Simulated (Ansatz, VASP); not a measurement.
**One calculation of BP, two programs**

File INCAR:

```
SYSTEM = BP
  PREC = Accurate
  ENCUT = 450
  EDIFF = 1E-7
  ISMEAR = 0
  SIGMA = 0.02
  LREAL = .False.
  LASPH = .True.
  NELM = 120
  ALGO = Normal
  ISIF = 2
  LWAVE = .False.
  LCHARG = .False.
  GGA = PE
  IBRION = 2
  NSW = 60
  EDIFFG = -0.002
  GGA_COMPAT = .False.
  NELMIN = 4
```

KPOINTS

```
Automatic mesh
0
Gamma
  8 8 8
  0 0 0
```

The input POSCAR:

```
BP
1.0
    0.0000000000      2.2685042206      2.3082852556
    2.2685042206      0.0000000000      2.3082852556
    2.2685042206      2.2685042206      0.0000000000
B P
1 1
Direct
    0.0000000000      0.0000000000      0.0000000000
    0.2500000000      0.2500000000      0.2500000000
```

Input for Ansatz:

```yaml
crystal:
  lattice:
    - [0.0, 2.2685042206, 2.3082852556]
    - [2.2685042206, 0.0, 2.3082852556]
    - [2.2685042206, 2.2685042206, 0.0]
  atoms:
    - { symbol: B, position: [0.0, 0.0, 0.0] }
    - { symbol: P, position: [0.25, 0.25, 0.25] }
basis:
  ecutwfc: 420
kpoints:
  mp_grid: { grid: [8, 8, 8] }
hamiltonian:
  xc: pbe
  pseudopotentials: { kind: paw, azcp: { folder: soft_1 } }
scf:
  occupations: { method: gaussian, width: 0.02 }
output:
  forces: true
  stress: true
  eigenvalues: true
relax:
  adjacent_minimum: "off"
  f_tol: 0.002
  max_steps: 40
```

Change from the starting cell: strained cell.

Alike in both runs: task relaxation of the atoms; functional PBE; k mesh 8 × 8 × 8; occupations gaussian, width 0.02 eV; no spin polarisation.

|  | VASP | Ansatz |
| --- | --- | --- |
| version | VASP 6.6.1 | Ansatz 0.2.0 |
| potentials or method | VASP PAW PBE potentials, release 64 (B, P), cutoff 450 eV | scalar-relativistic, plane waves, PAW |
| valence electrons in the cell | 8 | 8 |

```tsv
	VASP	Ansatz	Ansatz less VASP
gap on the k mesh at the Fermi level, each at its own relaxed structure (eV)	1.16	1.16	+0.004
```

Ansatz's warnings: stress scf threshold loose.

Noted on VASP's run: the relaxation stopped at its first step, so nothing moved.
